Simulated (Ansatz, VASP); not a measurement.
**BN in VASP and in Ansatz**

```xyz
4
Lattice="2.5539 0.0000 0.0000 -1.2770 2.2118 0.0000 0.0000 0.0000 4.2269" Properties=species:S:1:pos:R:3 pbc="T T T"
B     1.2770    0.7373    4.2257
B     0.0000    1.4745    2.1123
N     1.4184    0.8787    2.5430
N     0.0000    1.4745    0.5295
```

Alike in both runs: task single point; functional r2SCAN; k mesh 12 × 12 × 6; occupations gaussian, width 0.05 eV; no spin polarisation.

```csv
,VASP,Ansatz
version,VASP 6.6.1,Ansatz 0.2.0
potentials or method,"VASP PAW PBE potentials, release 64 (B, N), cutoff 520 eV","scalar-relativistic, plane waves, PAW"
valence electrons in the cell,16,16
```

```tsv
	VASP	Ansatz	Ansatz less VASP
gap on the k mesh at the Fermi level (eV)	5.56	5.58	+0.027
least direct gap on the mesh (eV)	7.92	7.92	+0.002
pressure (GPa)	7.0	6.1	-0.91
traceless stress, the component that is largest in VASP (GPa)	11.27	11.24	-0.025
rms of the force components (eV/Å)	3.279	3.286	+0.0062
```

VASP's potentials were made for PBE, not for r2SCAN. Atom by atom the forces differ by 0.012 eV/Å (rms over components).
